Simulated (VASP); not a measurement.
A run of VASP 6.6.1:

INCAR

```
SYSTEM = MgO
PREC = Accurate ; ENCUT = 520
EDIFF = 1E-7 ; ISMEAR = 0
SIGMA = 0.05 ; LREAL = .FALSE.
LASPH = .TRUE. ; NELM = 100
ALGO = Normal ; ISIF = 2
LWAVE = .FALSE. ; LCHARG = .FALSE.
GGA = PS ; NBANDS = 11
```

Contents of KPOINTS:

```
regular mesh
0
G
  10 10 10
  0 0 0
```

File POSCAR:

```
MgO
1.0
    0.0000000000      2.1071057205      2.1071057205
    2.1071057205      0.0000000000      2.1071057205
    2.1071057205      2.1071057205      0.0000000000
Mg O
1 1
Direct
    0.0000000000      0.0000000000      0.0000000000
    0.5000000000      0.5000000000      0.4050830729
```

Potentials or basis: VASP PAW PBE potentials, release 64 (Mg, O).

Command:

```bash
$ cat potpaw_PBE.64/Mg/POTCAR potpaw_PBE.64/O/POTCAR > POTCAR
$ mpirun -np 1 vasp_std > vasp.out
```

Hardware: 1 thread of Intel Xeon 8259CL, on a shared host.

Task: Estimate the wall time of this run.

Result: Wall time 40 s on 1 thread of Intel Xeon 8259CL (shared host), peak memory 0.16 GiB. Counts: scf iterations 14, k points 171.
